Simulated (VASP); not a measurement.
Wanted: the native input for a VASP 6.6.1 run.

* Task: single point
* Functional: PBE
* Potentials or basis: VASP PAW PBE potentials, release 64 (Zn, Cd, Se, S)
* Cutoff: 520 eV
* k mesh: 2 × 2 × 2
* Occupations: gaussian, width 0.15 eV
* Spin: no spin polarisation
* Dipole correction: no
* Further INCAR settings: ALGO = Normal; EDIFF = 1e-06; NBANDS = 66

The structure of ZnCd2SeS2 lies in POSCAR:

```
ZnCd2SeS2
1.0
    6.1779735260     -3.5880654084      0.0000000000
    6.1779735260      3.5880654084      0.0000000000
    0.0000000000      0.0000000000      6.7665028986
Zn Cd Se S
2 4 2 4
Direct
    0.8300244232      0.1699755768      0.9893711653
    0.1699755768      0.8300244232      0.4893711653
    0.1672948686      0.4948383570      0.0065737431
    0.4948383570      0.1672948686      0.5065737431
    0.5051616430      0.8327051314      0.0065737431
    0.8327051314      0.5051616430      0.5065737431
    0.1508035067      0.8491964933      0.8564710099
    0.8491964933      0.1508035067      0.3564710099
    0.5154790552      0.1673375189      0.8870051693
    0.8326624811      0.4845209448      0.8870051693
    0.1673375189      0.5154790552      0.3870051693
    0.4845209448      0.8326624811      0.3870051693
```

One way to write it, as run:

INCAR

```
PREC = Accurate
ENCUT = 520
EDIFF = 1E-6
ISMEAR = 0
SIGMA = 0.15
LREAL = F
LASPH = T
NELM = 100
ALGO = Normal
ISIF = 2
LWAVE = F
LCHARG = F
GGA = PE
NBANDS = 66
```

KPOINTS

```
Automatic mesh
0
Gamma
  2 2 2
```

Potentials or basis: VASP PAW PBE potentials, release 64 (Zn, Cd, Se, S).

The run is started by

```console
$ cat potpaw_PBE.64/Zn/POTCAR potpaw_PBE.64/Cd/POTCAR potpaw_PBE.64/Se/POTCAR potpaw_PBE.64/S/POTCAR > POTCAR
$ mpirun -np 1 vasp_std > vasp.out
```

It gave:

The pressure is 0.4 GPa, the largest force is 0.071 eV/Å and the band gap on the k mesh is 1.12 eV.

Caveat: the k points lie up to 0.51 Å⁻¹ apart.

Run time: 3.3 min on 1 thread of AMD EPYC 9R45 (Zen 5) (shared host), peak memory 0.39 GiB.
